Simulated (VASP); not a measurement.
Runs of VASP 6.6.1 on HfN. The structure is that of space group Fm-3m (No. 225), or close to it. The cells are those of the table. 

```tsv
cell	gap on the mesh (eV)	pressure (GPa)
a = 3.136 Å, angles 60.0°, 2 atoms	none	20.8
a = 3.217 Å, angles 60.0°, 2 atoms	none	(b)
a = 3.109 Å, angles 60.0°, 2 atoms	none	30.8
a = 3.164 Å, angles 60.0°, 2 atoms	none	(a)
a = 3.268 Å, angles 60.0°, 2 atoms	none	-13.6
```

Alike in all rows: task single point; level PBE; potentials or basis VASP PAW PBE potentials, release 64 (Hf_pv, N); no spin polarisation; k mesh 11 × 11 × 11; cutoff (eV) 520; smearing fermi-dirac 0.1 eV.

Estimate the missing entries.

(a) 12.0; (b) -2.5.

Caveats: spin-orbit coupling is left out, which moves the levels of the heavy elements.

A k mesh can miss the band edges, and the runs leave out spin-orbit coupling on Hf.

A gap of «none» marks levels without a gap at the run's occupations.
